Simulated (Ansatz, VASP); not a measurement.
# Two plane-wave programs on Pb

```
Pb
1.0
     3.59349    0.00000    0.00000
    -1.79674    3.11205    0.00000
     0.00000    0.00000   11.72070
Pb
4
Direct
  0.66667 0.33333 0.75000
  0.00000 0.00000 0.50000
  0.33333 0.66667 0.25000
  0.00000 0.00000 0.00000
```

Alike in both runs: task single point; functional LDA; k mesh 9 × 9 × 3; occupations fermi-dirac, width 0.05 eV; no spin polarisation.

|  | VASP | Ansatz |
| --- | --- | --- |
| version | VASP 6.6.1 | Ansatz 0.2.0 |
| potentials or method | VASP PAW LDA potentials, release 64 (Pb_d) | Ansatz PAW |
| plane-wave cutoff (eV) | 520 | 420 |
| valence electrons in the cell | 56 | 56 |

```tsv
	VASP	Ansatz	Ansatz less VASP
gap on the k mesh at the Fermi level (eV)	none	none	-
pressure (GPa)	-4.9	-4.9	-0.02
traceless stress, the component that is largest in VASP (GPa)	0.20	0.19	-0.012
```

LDA's correlation is that of Perdew and Zunger in VASP and of Perdew and Wang (1992) in Ansatz. A gap of «none» marks a metal or a gap that the smearing closes.

Spin-orbit coupling is off throughout.
